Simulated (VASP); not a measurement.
# BaTe (Fm-3m) in VASP: single point with HSE06

Aim: the single point of BaTe with HSE06.

All numbers are computed with VASP 6.6.1; they aren't measurements. Logs are shortened: lines on timing, memory, paths and dates and some standing lists are left out, and cuts for length are marked.

## Step 1: The cell of the first run

The structure is cubic, space group Fm-3m (No. 225). The conventional cell has a = 7.065 Å, b = 7.065 Å, c = 7.065 Å, α = 90.00°, β = 90.00°, γ = 90.00°. Ba (site symmetry m-3m) has 6 Te at 3.53 Å within 4.6 Å. Within 4.6 Å of Te (site symmetry m-3m) lie 6 Ba at 3.53 Å.

## Step 2: Single point, HSE06

The input, POSCAR:

```
BaTe
1.0
    0.0000000000      3.5323868249      3.5323868249
    3.5323868249      0.0000000000      3.5323868249
    3.5323868249      3.5323868249      0.0000000000
Ba Te
1 1
Direct
    0.0000000000      0.0000000000      0.0000000000
    0.5000000000      0.5000000000      0.5000000000
```

The input, INCAR.step1:

```
PREC = Accurate
ENCUT = 520
EDIFF = 1E-5
ISMEAR = 0
SIGMA = 0.01
LREAL = F
LASPH = T
NELM = 80
ALGO = Normal
ISIF = 2
LWAVE = T
LCHARG = F
GGA = PE
NBANDS = 15
```

The input, INCAR.step2:

```
PREC = Accurate
ENCUT = 520
EDIFF = 1E-6
ISMEAR = 0
SIGMA = 0.01
LREAL = F
LASPH = T
NELM = 80
ALGO = Normal
ISIF = 2
LWAVE = F
LCHARG = F
GGA = PE
LHFCALC = T
HFSCREEN = 0.2079
PRECFOCK = Normal
ISTART = 1
NBANDS = 15
```

The input, KPOINTS:

```
regular mesh
0
Gamma
  4 4 4
```

Potentials or basis: VASP PAW PBE potentials, release 64 (Ba_sv, Te).

Command:

```
$ cat potpaw_PBE.64/Ba_sv/POTCAR potpaw_PBE.64/Te/POTCAR > POTCAR
$ cp INCAR.step1 INCAR
$ mpirun -np 1 vasp_std > vasp.out
$ cp INCAR.step2 INCAR
$ mpirun -np 1 vasp_std > vasp.out
```

OUTCAR:

```text
PREC = Accurate
   ENCUT = 520
   EDIFF = 1E-6
   ISMEAR = 0
   LREAL = F
   LASPH = T
   NELM = 80
   ISIF = 2
   GGA = PE
   LHFCALC = T
   HFSCREEN = 0.2079
   PRECFOCK = Normal
   ISTART = 1

 ion  position               nearest neighbor table
   1  0.000  0.000  0.000-   2 3.53   2 3.53   2 3.53   2 3.53   2 3.53   2 3.53
   2  0.500  0.500  0.500-   1 3.53   1 3.53   1 3.53   1 3.53   1 3.53   1 3.53

  LATTYP: Found a face centered cubic cell.
 ALAT       =     7.0647736498

  Lattice vectors:

 A1 = (   0.0000000000,   3.5323868249,   3.5323868249)
 A2 = (   3.5323868249,   0.0000000000,   3.5323868249)
 A3 = (   3.5323868249,   3.5323868249,   0.0000000000)

Analysis of symmetry for initial positions (statically):
=====================================================================
 Subroutine PRICEL returns:
 Original cell was already a primitive cell.

 Routine SETGRP: Setting up the symmetry group for a
 face centered cubic supercell.

 Subroutine GETGRP returns: Found 48 space group operations
 (whereof 48 operations were pure point group operations)
 out of a pool of 48 trial point group operations.

The static configuration has the point symmetry O_h .

Analysis of symmetry for dynamics (positions and initial velocities):
=====================================================================
 Subroutine PRICEL returns:
 Original cell was already a primitive cell.

 Routine SETGRP: Setting up the symmetry group for a
 face centered cubic supercell.

 Subroutine GETGRP returns: Found 48 space group operations
 (whereof 48 operations were pure point group operations)
 out of a pool of 48 trial point group operations.

The dynamic configuration has the point symmetry O_h .

 Subroutine INISYM returns: Found 48 space group operations
 (whereof 48 operations are pure point group operations),
 and found     1 'primitive' translations

----------------------------------------------------------------------------------------

                                     Primitive cell

  volume of cell :      88.1525

  direct lattice vectors                    reciprocal lattice vectors
     0.000000000  3.532386825  3.532386825    -0.141547352  0.141547352  0.141547352
     3.532386825  0.000000000  3.532386825     0.141547352 -0.141547352  0.141547352
     3.532386825  3.532386825  0.000000000     0.141547352  0.141547352 -0.141547352

  length of vectors
     4.995549355  4.995549355  4.995549355     0.245167205  0.245167205  0.245167205

  position of ions in fractional coordinates (direct lattice)
     0.000000000  0.000000000  0.000000000
     0.500000000  0.500000000  0.500000000

  ion indices of the primitive-cell ions
   primitive index   ion index
                 1           1
                 2           2

----------------------------------------------------------------------------------------

 KPOINTS: regular mesh

Automatic generation of k-mesh.
 Grid dimensions read from file:
 generate k-points for:    4    4    4

 Generating k-lattice:

  Cartesian coordinates                     Fractional coordinates (reciprocal lattice)
    -0.035386838  0.035386838  0.035386838     0.250000000  0.000000000  0.000000000
     0.035386838 -0.035386838  0.035386838     0.000000000  0.250000000  0.000000000
     0.035386838  0.035386838 -0.035386838     0.000000000  0.000000000  0.250000000

  Length of vectors
     0.061291801  0.061291801  0.061291801

  Shift w.r.t. Gamma in fractional coordinates (k-lattice)
     0.000000000  0.000000000  0.000000000

 Subroutine IBZKPT returns following result:
 ===========================================

 Found      8 irreducible k-points:

 Following reciprocal coordinates:
            Coordinates               Weight
  0.000000  0.000000  0.000000      1.000000
  0.250000  0.000000  0.000000      8.000000
  0.500000  0.000000  0.000000      4.000000
  0.250000  0.250000  0.000000      6.000000
  0.500000  0.250000  0.000000     24.000000
 -0.250000  0.250000  0.000000     12.000000
  0.500000  0.500000  0.000000      3.000000
 -0.250000  0.500000  0.250000      6.000000
   k-points           NKPTS =      8   k-points in BZ     NKDIM =     64   number of bands    NBANDS=     15
   number of dos      NEDOS =    301   number of ions     NIONS =      2
   total plane-waves  NPLWV =  64000
   dimension x,y,z NGX =    40 NGY =   40 NGZ =   40
   dimension x,y,z NGXF=    80 NGYF=   80 NGZF=   80
   ions per type =               1   1
   NGX,Y,Z   is equivalent  to a cutoff of  13.31, 13.31, 13.31 a.u.
   NGXF,Y,Z  is equivalent  to a cutoff of  26.62, 26.62, 26.62 a.u.
 SYSTEM =  unknown system
   PREC   = accura    normal or accurate (medium, high low for compatibility)
   ISTART =      1    job   : 0-new  1-cont  2-samecut
   ICHARG =      0    charge: 1-file 2-atom 10-const
   ISPIN  =      1    spin polarized calculation?
   LNONCOLLINEAR =      F non collinear calculations
   LSORBIT =      F    spin-orbit coupling
   LASPH  =      T    aspherical Exc in radial PAW
   ENCUT  =  520.0 eV  38.22 Ry    6.18 a.u.   9.29  9.29  9.29*2*pi/ulx,y,z
   NELM   =     80;   NELMIN=  2; NELMDL=  0     # of ELM steps
   EDIFF  = 0.1E-05   stopping-criterion for ELM
   LREAL  =      F    real-space projection
   EDIFFG = 0.1E-04   stopping-criterion for IOM
   NSW    =      0    number of steps for IOM
   IBRION =     -1    ionic relax: 0-MD 1-quasi-New 2-CG
   NFREE  =      0    steps in history (QN), initial steepest desc. (CG)
   ISIF   =      2    stress and relaxation
   ISYM   =      3    0-nonsym 1-usesym 2-fastsym
   POTIM  = 0.5000    time-step for ionic-motion
   TEBEG  =    0.0;   TEEND  =   0.0 temperature during run
   PSTRESS=    0.0 pullay stress
   NELECT =      16.0000    total number of electrons
   NUPDOWN=      -1.0000    fix difference up-down
   EMIN   =  10.00;   EMAX   =-10.00  energy-range for DOS
   EFERMI =   0.00;   METHOD = LEGACY
   ISMEAR =     0;   SIGMA  =   0.01  broadening in eV -4-tet -1-fermi 0-gaus
   EFERMI_NEDOS =   21; number of points for ismear=-14 and -15
   IALGO  =     38    algorithm
   IMIX   =      1    mixing-type and parameters
     AMIX     =   0.40;   BMIX     =  1.00
     AMIX_MAG =   1.60;   BMIX_MAG =  1.00
  volume/ion in A,a.u.               =      44.08       297.44
  Fermi-wavevector in a.u.,A,eV,Ry     =   0.926908  1.751602 11.689557  0.859158
  Thomas-Fermi vector in A             =   2.052921
   LORBIT       =      0    0 simple, 1 ext, 2 COOP (PROOUT), +10 PAW based schemes
   GGA     = PE    functional components
   LHFCALC =     T    Hartree Fock is set to
   PRECFOCK=normal    Normal, Fast or Accurate (Low or Medium for compatibility)
   ENCUT4O =  -1.0   cutoff for four orbital integrals eV
   NKREDX  =     1    reduce k-point grid by
   NKREDY  =     1    reduce k-point grid by
   NKREDZ  =     1    reduce k-point grid by
   AEXX    =    0.2500 exact exchange contribution
   HFSCREEN=    0.2079 screening length (either q_TF or 0.3 A-1)
   HFSCREENC=   0.2079 screening length for correlation (either q_TF or 0.3 A-1)
   ENCUTFOCK=  -1.0 apply spherical cutoff to Coloumb kernel
   IVDW    =     0    specifies the selected vdW correction
   LEPSILON=     F    determine dielectric tensor
   LRPA    =     F    only Hartree local field effects (RPA)
 non-spin polarized calculation
 Gauss-broadening in eV      SIGMA  =   0.01
  energy-cutoff  :      520.00
  volume of cell :       88.15
 maximum number of plane-waves:      2421
 NGX is ok and might be reduce to    40
  NGX = 28; NGY = 28; NGZ = 28

 number of electron      16.0000000 magnetization

 Free energy of the ion-electron system (eV)
  ---------------------------------------------------
  ext. energy  EPLUGINS =         0.00000000
  ---------------------------------------------------
  free energy    TOTEN  =        -9.80064640 eV

  energy without entropy =       -9.80064640  energy(sigma->0) =       -9.80064640

 E-fermi :   1.6892     XC(G=0):  -6.8279

 val. band max:        1.5920778580   @ k =   0.0000   0.0000   0.0000
 cond. band min:       3.8894699612   @ k =   0.5000   0.5000   0.0000
 fundamental gap:      2.2973921032
 Fermi energy:         1.6892106962

 k-point     1 :       0.0000    0.0000    0.0000
  band No.  band energies     occupation
      1     -27.4059      2.00000
      2     -11.4932      2.00000
      3     -11.4932      2.00000
      4     -11.4932      2.00000
      5      -8.7348      2.00000
      6       1.5921      2.00000
      7       1.5921      2.00000
      8       1.5921      2.00000
      9       5.1340      0.00000
     10       5.3798      0.00000
     11       5.3798      0.00000
     12       5.3798      0.00000
     13       5.9787      0.00000
     14       5.9787      0.00000
     15       9.4214      0.00000

 k-point     2 :       0.2500    0.0000    0.0000
  band No.  band energies     occupation
      1     -27.3994      2.00000
      2     -11.7287      2.00000
      3     -11.4970      2.00000
      4     -11.4970      2.00000
      5      -8.3350      2.00000
      6       0.2007      2.00000
      7       0.9340      2.00000
      8       0.9340      2.00000
      9       5.5036      0.00000
     10       6.1251      0.00000
     11       6.1251      0.00000
     12       7.1227      0.00000
     13       7.5267      0.00000
     14       7.5267      0.00000
     15      10.7716      0.00000
[... 77 lines left out ...]
      3     -11.5769      2.00000
      4     -11.5769      2.00000
      5      -8.4969      2.00000
      6       0.3408      2.00000
      7       1.1635      2.00000
      8       1.1635      2.00000
      9       3.8895      0.00000
     10       6.9154      0.00000
     11       6.9697      0.00000
     12       8.0687      0.00000
     13       8.3395      0.00000
     14       8.3395      0.00000
     15      10.2657      0.00000

 k-point     8 :      -0.2500    0.5000    0.2500
  band No.  band energies     occupation
      1     -27.3886      2.00000
      2     -11.6459      2.00000
      3     -11.6395      2.00000
      4     -11.6395      2.00000
      5      -8.2860      2.00000
      6       0.2770      2.00000
      7       0.5823      2.00000
      8       0.5823      2.00000
      9       5.9445      0.00000
     10       5.9445      0.00000
     11       7.2461      0.00000
     12       7.5995      0.00000
     13       8.3534      0.00000
     14      10.5879      0.00000
     15      10.6724      0.00000

------------------------ aborting loop because EDIFF is reached ----------------------------------------

  FORCE on cell =-STRESS in cart. coord.  units (eV):
  Direction    XX          YY          ZZ          XY          YZ          ZX
  --------------------------------------------------------------------------------------
  -------------------------------------------------------------------------------------
  Total       -0.0112092     -0.0112092     -0.0112092     -0.0000000      0.0000000     -0.0000000
  in kB       -0.2037275     -0.2037275     -0.2037275     -0.0000000      0.0000000     -0.0000000
  external PRESSURE =      -0.2037275 kB  Pullay stress =       0.0000000 kB

 VOLUME and BASIS-vectors are now :
 -----------------------------------------------------------------------------
  energy-cutoff  :      520.00
  volume of cell :       88.15
      direct lattice vectors                 reciprocal lattice vectors
     0.000000000  3.532386825  3.532386825    -0.141547352  0.141547352  0.141547352
     3.532386825  0.000000000  3.532386825     0.141547352 -0.141547352  0.141547352
     3.532386825  3.532386825  0.000000000     0.141547352  0.141547352 -0.141547352

 POSITION                                       TOTAL-FORCE (eV/Angst)
 -----------------------------------------------------------------------------------
      0.00000      0.00000      0.00000         0.000000      0.000000     -0.000000
      3.53239      3.53239      3.53239        -0.000000      0.000000      0.000000
 -----------------------------------------------------------------------------------
    total drift:                               -0.000000     -0.000000     -0.000000

  FREE ENERGIE OF THE ION-ELECTRON SYSTEM (eV)
  ---------------------------------------------------
  free  energy   TOTEN  =        -9.8006463952 eV

  energy  without entropy=       -9.8006463952  energy(sigma->0) =       -9.80064640
```

It took 22 min on 1 thread of AMD EPYC 7R43 (Zen 3), shared host; peak memory 0.33 GiB.

What came out:

| Property | Result |
| --- | --- |
| Free energy | -9.8006 eV |
| Pressure | 0.0 GPa |
| Band gap on the k mesh | 2.30 eV (least direct gap 2.73 eV) |

Caveat: the PAW data sets were made with another functional, which shifts forces and pressure a little; spin-orbit coupling is left out, which moves the levels of the heavy elements.
